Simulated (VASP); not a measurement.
## La: single point with r2SCAN

Crystal: La.

```
La
1.0
    -2.09513    2.09513    2.09513
     2.09513   -2.09513    2.09513
     2.09513    2.09513   -2.09513
La
1
Cartesian
  0.0000 0.0000 0.0000
```

```json
{
  "Program": "VASP 6.6.1",
  "Task": "single point",
  "Functional": "r2SCAN",
  "Potentials or basis": "VASP PAW PBE potentials, release 64 (La)",
  "Cutoff": "520 eV",
  "k mesh": "9 × 9 × 9",
  "Occupations": "fermi-dirac, width 0.05 eV",
  "Spin": "no spin polarisation"
}
```

```json
{
  "Pressure": "0.9 GPa"
}
```

Levels at points of the mesh, in eV from the Fermi level:
```
           k point  band 2  band 3  band 4  band 5  band 6  band 7  band 8  band 9  band 10  band 11
(0.00, 0.00, 0.00)  -16.59  -16.59  -16.59   -3.36    1.71    1.71    1.71    1.78     1.78     1.78
```

Wall time 35 s on 1 thread of Intel(R) Xeon(R) 6975P-C (Granite Rapids), with other jobs on the host, peak memory 0.18 GiB.

Caveat: the PAW data sets were made with another functional, which shifts forces and pressure a little; spin-orbit coupling is left out, which moves the levels of the heavy elements.
